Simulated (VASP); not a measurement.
Write the native input for VASP 6.6.1 that does the following.

```
Task                   : single point
Functional             : PBE
Dispersion             : D3(BJ)
Potentials or basis    : VASP PAW PBE potentials, release 64 (S, Zr_sv, H)
Cutoff                 : 400 eV
k mesh                 : 6 × 6 × 1
Occupations            : gaussian, width 0.05 eV
Spin                   : no spin polarisation
Dipole correction      : yes
Further INCAR settings : ALGO = Normal; EDIFF = 1e-06; NBANDS = 62; NELMDL = -8
```

The structure of Zr2HS4 lies in POSCAR:

```
Zr2HS4
1.0
    7.2976778227      0.0000000000      0.0000000000
   -3.6488389114      6.3199743831      0.0000000000
    0.0000000000      0.0000000000     20.9171506047
S Zr H
8 4 2
Direct
    0.3333333333      0.1666666667      0.1912306354
    0.3333333333      0.6666666667      0.1912306354
    0.8333333333      0.1666666667      0.1912306354
    0.8333333333      0.6666666667      0.1912306354
    0.1666666667      0.3333333333      0.3306927762
    0.1666666667      0.8333333333      0.3306927762
    0.6666666667      0.3333333333      0.3306927762
    0.6666666667      0.8333333333      0.3306927762
    0.0000000000      0.0000000000      0.2609617058
    0.0000000000      0.5000000000      0.2609617058
    0.5000000000      0.0000000000      0.2609617058
    0.5000000000      0.5000000000      0.2609617058
    0.2866163718      0.7133836282      0.3522062227
    0.3800502948      0.6199497052      0.3522062227
```

The input as run:

INCAR

```
PREC     = Accurate       # precision mode
ENCUT    = 400            # plane-wave cutoff, eV
EDIFF    = 1E-6           # SCF threshold, eV
ISMEAR   = 0              # smearing method
SIGMA    = 0.05           # smearing width, eV
LREAL    = F              # projectors in reciprocal space
LASPH    = T              # aspherical terms in the spheres
NELM     = 120            # most SCF steps
ALGO     = Normal         # electronic algorithm
ISIF     = 2              # what is computed and relaxed
LWAVE    = F              # write WAVECAR
LCHARG   = F              # write CHGCAR
LDIPOL   = T            
IDIPOL   = 3            
DIPOL    = 0.5 0.5 0.274
GGA      = PE             # functional
IVDW     = 12             # dispersion correction
NBANDS   = 62             # bands
GGA_COMPAT= F            
NELMDL   = -8
```

KPOINTS

```
regular mesh
0
Gamma
  6 6 1
```

Potentials or basis: VASP PAW PBE potentials, release 64 (S, Zr_sv, H).

Run with:

```console
$ cat potpaw_PBE.64/S/POTCAR potpaw_PBE.64/Zr_sv/POTCAR potpaw_PBE.64/H/POTCAR > POTCAR
$ mpirun -np 1 vasp_std > vasp.out
```

Results of the run:

The largest force is 1.938 eV/Å, the band gap on the k mesh is zero (bands 49 and 50 overlap by 0.26 eV) and the dispersion energy per atom is -0.224 eV.

Wall time 41 min on 1 thread of Intel Xeon 8259CL, with other jobs on the host, peak memory 0.92 GiB.
